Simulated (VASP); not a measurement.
# Si31C32 (a cell with a defect) in VASP: a series of runs, part 2 of 2

VASP 6.6.1. The steps go on from the part before.

### Step 3. Single point, PBEsol, collinear spin

INCAR reads:

```
PREC = Accurate
ENCUT = 520
EDIFF = 1E-6
ISMEAR = -1
SIGMA = 0.05
LREAL = Auto
LASPH = True
NELM = 200
ALGO = Normal
ISIF = 2
LWAVE = False
LCHARG = False
ISPIN = 2
MAGMOM = 0 0 0 0 0 0 0 0 0 0 0 0 0 0 0 0 0 0 0 0 0 0 0 0 0 0 0 0 0 0 0 0 0 0 0 0 0 0 0.5 0 0.5 0 0 0 0 0 0 0 0 0.5 0 0 0 0 0 0 0 0 0 0.5 0 0 0
LORBIT = 11
GGA = PS
NELECT = 250.0
NBANDS = 167
GGA_COMPAT = False
```

KPOINTS reads:

```
Automatic mesh
0
Gamma
  1 1 1
```

POSCAR reads:

```
Si31C32
1.0
    8.7137060000      0.0000000000      0.0000000000
    0.0000000000      8.7137060000      0.0000000000
    0.0000000000      0.0000000000      8.7137060000
Si C
31 32
Direct
    0.0002090000      0.9998390000      0.0004040000
    0.0002120000      0.9998380000      0.5004020000
    0.0002110000      0.4998320000      0.0004030000
    0.0002100000      0.4998430000      0.5004010000
    0.5002110000      0.9998370000      0.0004040000
    0.5002120000      0.9998380000      0.5003980000
    0.5002140000      0.4998460000      0.0004090000
    0.2497640000      0.2493900000      0.0004390000
    0.2492090000      0.2488310000      0.4959950000
    0.2497650000      0.7502860000      0.0003650000
    0.2492130000      0.7508400000      0.5048010000
    0.7506590000      0.2493930000      0.0003680000
    0.7512110000      0.2488390000      0.5048030000
    0.7506570000      0.7502900000      0.0004400000
    0.7512150000      0.7508430000      0.4960050000
    0.2497650000      0.9998780000      0.2499510000
    0.2497640000      0.9997960000      0.7508510000
    0.2492160000      0.4954410000      0.2493960000
    0.2492160000      0.5042420000      0.7514070000
    0.7506600000      0.9998000000      0.2499520000
    0.7506570000      0.9998800000      0.7508550000
    0.7512080000      0.5042430000      0.2494050000
    0.7512130000      0.4954390000      0.7514090000
    0.0002540000      0.2493930000      0.2499480000
    0.0001690000      0.2493890000      0.7508530000
    0.0001680000      0.7502910000      0.2499510000
    0.0002550000      0.7502870000      0.7508520000
    0.4958090000      0.2488420000      0.2494020000
    0.5046160000      0.2488350000      0.7514120000
    0.5046160000      0.7508380000      0.2494050000
    0.4958100000      0.7508370000      0.7514000000
    0.1250770000      0.1247020000      0.1252630000
    0.1245420000      0.1241710000      0.6268960000
    0.1245380000      0.6263300000      0.1247310000
    0.1244290000      0.6252480000      0.6258130000
    0.6267000000      0.1241680000      0.1247320000
    0.6256220000      0.1240520000      0.6258140000
    0.6256260000      0.6252570000      0.1246130000
    0.6414400000      0.6410630000      0.6416290000
    0.3748020000      0.3744290000      0.1246100000
    0.3589860000      0.3586010000      0.6416320000
    0.3737200000      0.8755080000      0.1247340000
    0.3748020000      0.8756280000      0.6258110000
    0.8758800000      0.3733460000      0.1247350000
    0.8759950000      0.3744300000      0.6258130000
    0.8753450000      0.8749760000      0.1252640000
    0.8758810000      0.8755100000      0.6268970000
    0.3748000000      0.1240530000      0.3749900000
    0.3737170000      0.1241670000      0.8760710000
    0.3590010000      0.6410550000      0.3591830000
    0.3748010000      0.6252520000      0.8761930000
    0.8758820000      0.1241730000      0.3739090000
    0.8753440000      0.1247040000      0.8755400000
    0.8759990000      0.6252530000      0.3749930000
    0.8758840000      0.6263290000      0.8760720000
    0.1244270000      0.3744290000      0.3749910000
    0.1245430000      0.3733440000      0.8760650000
    0.1245420000      0.8755070000      0.3739090000
    0.1250740000      0.8749750000      0.8755410000
    0.6414300000      0.3586230000      0.3591820000
    0.6256220000      0.3744300000      0.8761950000
    0.6256270000      0.8756280000      0.3749910000
    0.6267010000      0.8755070000      0.8760680000
```

Potentials or basis: VASP PAW PBE potentials, release 64 (Si, C).

Launch:

```console
cat potpaw_PBE.64/Si/POTCAR potpaw_PBE.64/C/POTCAR > POTCAR
mpirun -np 1 vasp_gam > vasp.out
```

Run time: 3.6 min. Hardware: 1 thread of Intel Xeon 6975P-C (Granite Rapids), shared host; peak memory 0.96 GiB.

Results (log left out):

- Free energy: -508.6997 eV
- Largest force: 0.014 eV/Å
- Net moment: 0.00 μB per cell
- Valence electrons inside the program's atomic spheres: Si 1.67, 1.68 (each value once); C 2.54, 2.52, 2.41 (each value once)

Forces on the atoms (eV/Å):
```
Si   0.000  0.001 -0.001
Si  -0.001  0.001  0.000
Si  -0.001  0.001 -0.001
Si   0.000  0.000  0.000
Si  -0.001  0.001 -0.001
Si   0.000  0.001  0.000
Si  -0.001  0.000 -0.002
Si  -0.002 -0.003 -0.001
Si  -0.001  0.002  0.006
Si  -0.002  0.002 -0.002
Si   0.000 -0.001 -0.006
Si   0.002 -0.002 -0.002
Si  -0.001  0.001 -0.004
Si   0.004  0.002 -0.001
Si  -0.001  0.001  0.004
Si  -0.002  0.001 -0.001
Si  -0.002  0.000  0.003
Si  -0.001  0.004  0.001
Si  -0.001 -0.005 -0.002
Si   0.003  0.001 -0.001
Si   0.002  0.001  0.001
Si   0.000 -0.004 -0.001
Si   0.000  0.004  0.000
Si   0.000 -0.003  0.000
Si  -0.001 -0.001  0.001
Si   0.000  0.001 -0.001
Si   0.000  0.002  0.002
Si   0.004  0.000 -0.001
Si  -0.004  0.000  0.000
Si  -0.005  0.001  0.000
Si   0.005  0.001  0.000
C    0.005  0.004  0.005
C    0.002  0.002 -0.001
C    0.005 -0.001  0.005
C    0.002  0.004  0.004
C    0.002  0.002  0.004
C    0.003  0.000  0.003
C    0.004  0.004  0.004
C   -0.005 -0.009 -0.009
C   -0.005 -0.006  0.003
C    0.008  0.006 -0.009
C    0.002 -0.004  0.006
C   -0.003 -0.001  0.003
C   -0.002 -0.002  0.004
C    0.000 -0.003  0.004
C   -0.004 -0.005  0.004
C   -0.002 -0.003  0.000
C   -0.003  0.001 -0.006
C   -0.003  0.004 -0.002
C    0.007 -0.006  0.008
C   -0.005  0.006 -0.002
C   -0.003  0.004 -0.003
C   -0.006  0.006 -0.003
C   -0.002  0.004 -0.006
C   -0.003  0.005 -0.002
C    0.001 -0.005 -0.006
C    0.004 -0.002  0.000
C    0.005 -0.005  0.001
C    0.004 -0.004 -0.002
C   -0.008  0.006  0.008
C    0.005 -0.004  0.001
C    0.003 -0.002 -0.005
C    0.002 -0.003 -0.002
```

Levels at points of the mesh, in eV from the Fermi level:
Spin up:
```csv
k point,band 121,band 122,band 123,band 124,band 125,band 126,band 127,band 128,band 129,band 130
"(0.00, 0.00, 0.00)",-1.21,-1.21,-0.43,-0.43,-0.43,0.43,0.43,0.43,1.27,1.27
```
Spin down:
```
           k point  band 121  band 122  band 123  band 124  band 125  band 126  band 127  band 128  band 129  band 130
(0.00, 0.00, 0.00)     -1.21     -1.21     -0.43     -0.43     -0.43      0.43      0.43      0.43      1.27      1.27
```

Caveat: the k points lie up to 0.72 Å⁻¹ apart; the cell carries a net charge on a neutralising background, which shifts energy and pressure; the cell is charged against a uniform background, so pressure and absolute levels hang on convention; the PAW data sets were made with another functional, which shifts forces and pressure a little.
